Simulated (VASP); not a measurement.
# TaN (P6_3/mmc) in VASP: electric field gradients with PBE

Aim: the electric field gradients of TaN with PBE.

Program: VASP 6.6.1. These are calculated values, not measurements. Logs are shortened: lines on timing, memory, paths and dates and some standing lists are left out, and cuts for length are marked.

## 1. The cell of the first run

Symmetry: P6_3/mmc, No. 194, hexagonal system. Conventional cell: a = 2.920 Å, b = 2.920 Å, c = 5.909 Å, α = 90.00°, β = 90.00°, γ = 120.00°. Within 3.0 Å of Ta (site symmetry -3m) lie 6 N at 2.24 Å and 8 Ta at 2.92 to 2.95 Å. Within 3.0 Å of N (site symmetry -6m2) lie 6 Ta at 2.24 Å and 6 N at 2.92 Å.

## 2. Electric field gradients, PBE

INCAR

```
PREC = Accurate
ENCUT = 520
EDIFF = 1E-8
ISMEAR = -1
SIGMA = 0.15
LREAL = F
LASPH = T
NELM = 80
ALGO = Normal
ISIF = 2
LWAVE = F
LCHARG = F
GGA = PE
LEFG = T
NBANDS = 24
```

KPOINTS

```
Automatic mesh
0
Gamma
  18 18 8
```

POSCAR

```
TaN
1.0
    2.9196399938      0.0000000000      0.0000000000
   -1.4598199969      2.5284824045      0.0000000000
    0.0000000000      0.0000000000      5.9087933643
Ta N
2 2
Direct
    0.0000000000      0.0000000000      0.0000000000
    0.0000000000      0.0000000000      0.5000000000
    0.3333333333      0.6666666667      0.2500000000
    0.6666666667      0.3333333333      0.7500000000
```

Potentials or basis: VASP PAW PBE potentials, release 64 (Ta_pv, N).

Run with:

```bash
cat potpaw_PBE.64/Ta_pv/POTCAR potpaw_PBE.64/N/POTCAR > POTCAR
mpirun -np 1 vasp_std > vasp.out
```

OUTCAR:

```text
PREC = Accurate
   ENCUT = 520
   EDIFF = 1E-8
   ISMEAR = -1
   LREAL = F
   LASPH = T
   NELM = 80
   ISIF = 2
   GGA = PE

 ion  position               nearest neighbor table
   1  0.000  0.000  0.000-   3 2.24   4 2.24   3 2.24   4 2.24   4 2.24   3 2.24   2 2.95   2 2.95

   2  0.000  0.000  0.500-   3 2.24   4 2.24   3 2.24   4 2.24   4 2.24   3 2.24   1 2.95   1 2.95

   3  0.333  0.667  0.250-   1 2.24   2 2.24   1 2.24   2 2.24   1 2.24   2 2.24
   4  0.667  0.333  0.750-   1 2.24   2 2.24   1 2.24   2 2.24   1 2.24   2 2.24

  LATTYP: Found a hexagonal cell.
 ALAT       =     2.9196399938
 C/A-ratio  =     2.0238088863

  Lattice vectors:

 A1 = (   2.9196399938,   0.0000000000,   0.0000000000)
 A2 = (  -1.4598199969,   2.5284824045,   0.0000000000)
 A3 = (   0.0000000000,   0.0000000000,   5.9087933643)

Analysis of symmetry for initial positions (statically):
=====================================================================
 Subroutine PRICEL returns:
 Original cell was already a primitive cell.

 Routine SETGRP: Setting up the symmetry group for a
 hexagonal supercell.

 Subroutine GETGRP returns: Found 24 space group operations
 (whereof 12 operations were pure point group operations)
 out of a pool of 24 trial point group operations.

The static configuration has the point symmetry D_3d.
 The point group associated with its full space group is D_6h.

Analysis of symmetry for dynamics (positions and initial velocities):
=====================================================================
 Subroutine PRICEL returns:
 Original cell was already a primitive cell.

 Routine SETGRP: Setting up the symmetry group for a
 hexagonal supercell.

 Subroutine GETGRP returns: Found 24 space group operations
 (whereof 12 operations were pure point group operations)
 out of a pool of 24 trial point group operations.

The dynamic configuration has the point symmetry D_3d.
 The point group associated with its full space group is D_6h.

 Subroutine INISYM returns: Found 24 space group operations
 (whereof 12 operations are pure point group operations),
 and found     1 'primitive' translations

----------------------------------------------------------------------------------------

                                     Primitive cell

  volume of cell :      43.6202

  direct lattice vectors                    reciprocal lattice vectors
     2.919639994  0.000000000  0.000000000     0.342507981  0.197747075  0.000000000
    -1.459819997  2.528482405  0.000000000     0.000000000  0.395494150  0.000000000
     0.000000000  0.000000000  5.908793364     0.000000000  0.000000000  0.169239291

  length of vectors
     2.919639994  2.919639994  5.908793364     0.395494150  0.395494150  0.169239291

  position of ions in fractional coordinates (direct lattice)
     0.000000000  0.000000000  0.000000000
     0.000000000  0.000000000  0.500000000
     0.333333333  0.666666667  0.250000000
     0.666666667  0.333333333  0.750000000

  ion indices of the primitive-cell ions
   primitive index   ion index
                 1           1
                 2           2
                 3           3
                 4           4

----------------------------------------------------------------------------------------

 KPOINTS: Automatic mesh

Automatic generation of k-mesh.
 Grid dimensions read from file:
 generate k-points for:   18   18    8

 Generating k-lattice:

  Cartesian coordinates                     Fractional coordinates (reciprocal lattice)
     0.019028221  0.010985949  0.000000000     0.055555556  0.000000000  0.000000000
     0.000000000  0.021971897  0.000000000     0.000000000  0.055555556  0.000000000
     0.000000000  0.000000000  0.021154911     0.000000000  0.000000000  0.125000000
[... 42 lines left out ...]
   dimension x,y,z NGX =    24 NGY =   24 NGZ =   48
   dimension x,y,z NGXF=    48 NGYF=   48 NGZF=   96
   ions per type =               2   2
   NGX,Y,Z   is equivalent  to a cutoff of  13.67, 13.67, 13.50 a.u.
   NGXF,Y,Z  is equivalent  to a cutoff of  27.33, 27.33, 27.01 a.u.
 SYSTEM =  unknown system
   PREC   = accura    normal or accurate (medium, high low for compatibility)
   ISTART =      0    job   : 0-new  1-cont  2-samecut
   ICHARG =      2    charge: 1-file 2-atom 10-const
   ISPIN  =      1    spin polarized calculation?
   LNONCOLLINEAR =      F non collinear calculations
   LSORBIT =      F    spin-orbit coupling
   LASPH  =      T    aspherical Exc in radial PAW
   ENCUT  =  520.0 eV  38.22 Ry    6.18 a.u.   5.43  5.43 10.99*2*pi/ulx,y,z
   NELM   =     80;   NELMIN=  2; NELMDL= -5     # of ELM steps
   EDIFF  = 0.1E-07   stopping-criterion for ELM
   LREAL  =      F    real-space projection
   EDIFFG = 0.1E-06   stopping-criterion for IOM
   NSW    =      0    number of steps for IOM
   IBRION =     -1    ionic relax: 0-MD 1-quasi-New 2-CG
   NFREE  =      0    steps in history (QN), initial steepest desc. (CG)
   ISIF   =      2    stress and relaxation
   ISYM   =      2    0-nonsym 1-usesym 2-fastsym
   POTIM  = 0.5000    time-step for ionic-motion
   TEBEG  =    0.0;   TEEND  =   0.0 temperature during run
   PSTRESS=    0.0 pullay stress
   NELECT =      32.0000    total number of electrons
   NUPDOWN=      -1.0000    fix difference up-down
   EMIN   =  10.00;   EMAX   =-10.00  energy-range for DOS
   EFERMI =   0.00;   METHOD = LEGACY
   ISMEAR =    -1;   SIGMA  =   0.15  broadening in eV -4-tet -1-fermi 0-gaus
   EFERMI_NEDOS =   21; number of points for ismear=-14 and -15
   IALGO  =     38    algorithm
   IMIX   =      4    mixing-type and parameters
     AMIX     =   0.40;   BMIX     =  1.00
     AMIX_MAG =   1.60;   BMIX_MAG =  1.00
  volume/ion in A,a.u.               =      10.91        73.59
  Fermi-wavevector in a.u.,A,eV,Ry     =   1.476484  2.790151 29.660778  2.180006
  Thomas-Fermi vector in A             =   2.591005
   LORBIT       =      0    0 simple, 1 ext, 2 COOP (PROOUT), +10 PAW based schemes
   GGA     = PE    functional components
   LHFCALC =     F    Hartree Fock is set to
   AEXX    =    0.0000 exact exchange contribution
   IVDW    =     0    specifies the selected vdW correction
   LEPSILON=     F    determine dielectric tensor
   LRPA    =     F    only Hartree local field effects (RPA)
 non-spin polarized calculation
  energy-cutoff  :      520.00
  volume of cell :       43.62
 maximum number of plane-waves:      1221
 NGX is ok and might be reduce to    24
   NGX = 11   NGY = 11   NGZ = 21

 number of electron      32.0000005 magnetization

 Free energy of the ion-electron system (eV)
  ---------------------------------------------------
  ext. energy  EPLUGINS =         0.00000000
  ---------------------------------------------------
  free energy    TOTEN  =       -44.06455309 eV

  energy without entropy =      -43.98495131  energy(sigma->0) =      -44.02475220

 E-fermi :   8.1450     XC(G=0): -13.2821

 val. band max:        8.1425023555   @ k =   0.1667   0.1111   0.5000
 cond. band min:       8.1461422369   @ k =   0.3333   0.2778   0.1250
 fundamental gap:      0.0036398814
 Fermi energy:         8.1450157871

 k-point     1 :       0.0000    0.0000    0.0000
  band No.  band energies     occupation
      1     -27.4649      2.00000
      2     -26.7124      2.00000
      3     -26.4696      2.00000
      4     -26.4696      2.00000
      5     -26.4083      2.00000
      6     -26.4083      2.00000
[... 637 lines left out ...]
     23      14.7137      0.00000
     24      15.7155      0.00000

 [... further k-points ...]

------------------------ aborting loop because EDIFF is reached ----------------------------------------

  FORCE on cell =-STRESS in cart. coord.  units (eV):
  Direction    XX          YY          ZZ          XY          YZ          ZX
  --------------------------------------------------------------------------------------
  -------------------------------------------------------------------------------------
  Total        0.1830871      0.1830871      0.2023370     -0.0000000      0.0000000      0.0000000
  in kB        6.7248128      6.7248128      7.4318655     -0.0000000      0.0000000      0.0000000
  external PRESSURE =       6.9604970 kB  Pullay stress =       0.0000000 kB

 VOLUME and BASIS-vectors are now :
 -----------------------------------------------------------------------------
  energy-cutoff  :      520.00
  volume of cell :       43.62
      direct lattice vectors                 reciprocal lattice vectors
     2.919639994  0.000000000  0.000000000     0.342507981  0.197747075  0.000000000
    -1.459819997  2.528482405  0.000000000     0.000000000  0.395494150  0.000000000
     0.000000000  0.000000000  5.908793364     0.000000000  0.000000000  0.169239291

 POSITION                                       TOTAL-FORCE (eV/Angst)
 -----------------------------------------------------------------------------------
      0.00000      0.00000      0.00000        -0.000000      0.000000      0.000000
      0.00000      0.00000      2.95440        -0.000000      0.000000      0.000000
     -0.00000      1.68565      1.47720         0.000000      0.000000     -0.000000
      1.45982      0.84283      4.43160        -0.000000      0.000000      0.000000
 -----------------------------------------------------------------------------------
    total drift:                               -0.000000      0.000000      0.000000

  FREE ENERGIE OF THE ION-ELECTRON SYSTEM (eV)
  ---------------------------------------------------
  free  energy   TOTEN  =       -44.0645530854 eV

  energy  without entropy=      -43.9849513136  energy(sigma->0) =      -44.02475220

 Electric field gradients (V/A^2)
---------------------------------------------------------------------
 ion       V_xx      V_yy      V_zz      V_xy      V_xz      V_yz
---------------------------------------------------------------------
   1      50.335    50.335  -100.670     0.000    -0.000     0.000
   2      50.335    50.335  -100.670     0.000     0.000    -0.000
   3      -6.798    -6.797    13.595     0.001     0.000     0.000
   4      -6.798    -6.797    13.595     0.001     0.000     0.000
---------------------------------------------------------------------

 Electric field gradients after diagonalization (V/A^2)
 (convention: |V_zz| > |V_xx| > |V_yy|)
----------------------------------------------------------------------
 ion       V_xx      V_yy      V_zz     asymmetry (V_yy - V_xx)/ V_zz
----------------------------------------------------------------------
   1      50.336    50.335  -100.670       0.000
   2      50.336    50.335  -100.670       0.000
   3      -6.798    -6.796    13.595       0.000
   4      -6.798    -6.796    13.595       0.000
----------------------------------------------------------------------

           NMR quadrupolar parameters

 Cq : quadrupolar parameter    Cq=e*Q*V_zz/h
 eta: asymmetry parameters     (V_yy - V_xx)/ V_zz
 Q  : nuclear electric quadrupole moment in mb (millibarn)
----------------------------------------------------------------------
 ion       Cq(MHz)       eta       Q (mb)
----------------------------------------------------------------------
   1      -0.243       0.000       1.000
   2      -0.243       0.000       1.000
   3       0.033       0.000       1.000
   4       0.033       0.000       1.000
----------------------------------------------------------------------
```

Wall time 2.1 min (1 thread of AMD EPYC 9R45 (Zen 5), shared host); peak memory 0.27 GiB.

What came out:

```
Free energy                             : -44.0646 eV
Pressure                                : 0.7 GPa
Band gap on the k mesh                  : zero (bands 16 and 17 overlap by 0.98 eV)
Largest electric field gradient by atom : Ta -100.7; N +13.6 V/Å²
```

Levels at points of the mesh, in eV from the Fermi level:
```tsv
k point	band 14	band 15	band 16	band 17	band 18	band 19
(0.00, 0.00, 0.00)	-1.99	-1.99	-0.23	-0.23	0.55	0.55
(0.50, 0.00, 0.00)	-3.70	-2.80	-2.12	2.85	3.95	4.81
(0.00, 0.00, 0.50)	-3.86	-0.65	-0.65	0.98	0.98	0.98
(0.50, 0.00, 0.50)	-4.34	-2.20	-2.20	3.89	3.89	4.75
```

Electric field gradients, principal values (V/Å²):
```tsv
atom	least	middle	greatest (by size)
1 Ta	50.335	50.336	-100.670
2 Ta	50.335	50.336	-100.670
3 N	-6.796	-6.798	13.595
4 N	-6.796	-6.798	13.595
```

Caveat: without QUAD_EFG the Cq values of the log hold for a quadrupole moment of 1 mb, not for the nuclei; spin-orbit coupling is left out, which moves the levels of the heavy elements.
